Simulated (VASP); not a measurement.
# GdO: single point with PBE

GdO:

```
Gd O
1.0
     3.27503    0.00000    0.00000
    -1.63752    2.83626    0.00000
     0.00000    0.00000    3.18839
Gd O
1 1
Direct
  0.66667 0.33333 0.50000
  0.00000 0.00000 0.00000
```

| Item | Value |
| --- | --- |
| Program | VASP 6.6.1 |
| Task | single point |
| Functional | PBE |
| Potentials or basis | VASP PAW PBE potentials, release 64 (Gd, O) |
| Cutoff | 520 eV |
| k mesh | 6 × 6 × 6 |
| Occupations | gaussian, width 0.1 eV |
| Spin | collinear spin, ferromagnetic start |
| Starting moments | [7.0, 0.0] μB |

```json
{
 "Pressure": "4.5 GPa",
 "Net moment": "7.52 μB per cell",
 "Site moments": "Gd +6.98; O -0.02 μB",
 "Valence electrons inside the program's atomic spheres": "Gd 15.33; O 4.98"
}
```

Stress tensor (GPa, compression positive):
```
5.47 0.00 0.00
0.00 5.47 0.00
0.00 0.00 2.53
```

Levels at points of the mesh, in eV from the Fermi level:
Spin up:
| k point | band 14 | band 15 | band 16 | band 17 | band 18 | band 19 |
| --- | --- | --- | --- | --- | --- | --- |
| (0.00, 0.00, 0.00) | -4.42 | -3.60 | -2.54 | 0.01 | 3.00 | 3.00 |
| (0.50, 0.00, 0.00) | -4.36 | -3.70 | -1.90 | 2.85 | 4.73 | 4.81 |
| (0.00, 0.00, 0.50) | -3.86 | -3.86 | 1.22 | 1.40 | 1.40 | 3.90 |
| (0.50, 0.00, 0.50) | -4.64 | -4.63 | 0.15 | 2.39 | 5.76 | 6.72 |
Spin down:
| k point | band 4 | band 5 | band 6 | band 7 | band 8 | band 9 | band 10 | band 11 | band 12 | band 13 |
| --- | --- | --- | --- | --- | --- | --- | --- | --- | --- | --- |
| (0.00, 0.00, 0.00) | -19.94 | -19.72 | -4.75 | -4.75 | -4.18 | -1.02 | -0.20 | 0.55 | 0.55 | 0.56 |
| (0.50, 0.00, 0.00) | -19.87 | -18.06 | -6.39 | -5.24 | -4.34 | -0.55 | 0.38 | 0.42 | 0.61 | 0.65 |
| (0.00, 0.00, 0.50) | -19.78 | -17.38 | -6.81 | -4.74 | -4.74 | 0.09 | 0.33 | 0.73 | 0.73 | 0.76 |
| (0.50, 0.00, 0.50) | -20.11 | -19.15 | -5.74 | -5.44 | -5.44 | 0.38 | 0.48 | 0.51 | 0.57 | 0.65 |

Run time: 2.3 min on 1 thread of AMD EPYC 7R13, on a shared host, peak memory 0.15 GiB.

Caveat: the k points lie up to 0.37 Å⁻¹ apart; spin-orbit coupling is left out, which moves the levels of the heavy elements; a cell with one magnetic atom can't hold antiferromagnetic order, which such compounds often take; without U or exact exchange the open f shell lies at the Fermi level, which spoils levels, moments and volumes. With open d or f shells a metallic result of PBE can be an artefact of self-interaction; +U or a hybrid may open a gap.
